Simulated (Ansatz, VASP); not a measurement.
**One calculation of Te, two programs**

```
Te
1.0
     4.58989    0.00000    0.00000
    -2.29494    3.97496    0.00000
     0.00000    0.00000    6.01556
Te
3
Direct
  0.26840 0.00000 0.33333
  0.00000 0.26840 0.66667
  0.73160 0.73160 0.00000
```

Alike in both runs: task single point; functional PBE; k mesh 8 × 8 × 5; occupations fermi-dirac, width 0.05 eV; no spin polarisation.

|  | VASP | Ansatz |
| --- | --- | --- |
| version | VASP 6.6.1 | Ansatz 0.2.0 |
| potentials or method | VASP PAW PBE potentials, release 64 (Te), cutoff 520 eV | plane waves (420 eV) with PAW, scalar-relativistic |
| valence electrons in the cell | 18 | 48 |

|  | VASP | Ansatz | Ansatz less VASP |
| --- | --- | --- | --- |
| pressure (GPa) | -1.6 | -1.6 | +0.01 |
| traceless stress, the component that is largest in VASP (GPa) | -0.37 | -0.37 | -0.005 |

With one functional, cell and mesh, what is left measures potentials, basis and numerics. VASP's potentials hold 18 valence electrons a cell and Ansatz's 48, so a difference there can come from the potentials and not from the codes.

Neither program's run includes spin-orbit coupling.
